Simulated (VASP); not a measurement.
Sb:

```xyz
1
Lattice="3.1600 0.0000 0.0000 0.0000 3.1600 0.0000 0.0000 0.0000 3.1600" Properties=species:S:1:pos:R:3 pbc="T T T"
Sb    0.0000    0.0000    0.0000
```

This isn't the form of Sb at room conditions, which is rhombohedral.

```yaml
Program: VASP 6.6.1
Task: relaxation of cell and atoms
Functional: PBE
Potentials_or_basis: VASP PAW PBE potentials, release 64 (Sb)
Cutoff: 600 eV
k_mesh: 12 × 12 × 12
Occupations: gaussian, width 0.1 eV
Spin: no spin polarisation
```

At the start: pressure -2.3 GPa; volume 31.55 Å³/atom.

Question: Where does the relaxation end?

Answer: Over 3 steps the energy falls by 10.9 meV/atom and the volume is 30.09 Å³/atom (-4.6 %); space group Pm-3m (No. 221, to 0.1 Å) before and after.

Step by step:
```tsv
step	energy change (eV)	largest force (eV/Å)	pressure (GPa)	volume (Å³)
1	0.0000	0.0000	-2.29	31.55
2	-0.0092	0.0000	1.03	29.54
3	-0.0109	0.0000	0.01	30.09
```

Final structure:
```xyz
1
Lattice="3.1103 0.0000 0.0000 0.0000 3.1103 0.0000 0.0000 0.0000 3.1103" Properties=species:S:1:pos:R:3 pbc="T T T"
Sb    0.0000    0.0000    0.0000
```

Caveat: an odd number of electrons without spin polarisation forces a metal; a magnetic or distorted state may lie lower.
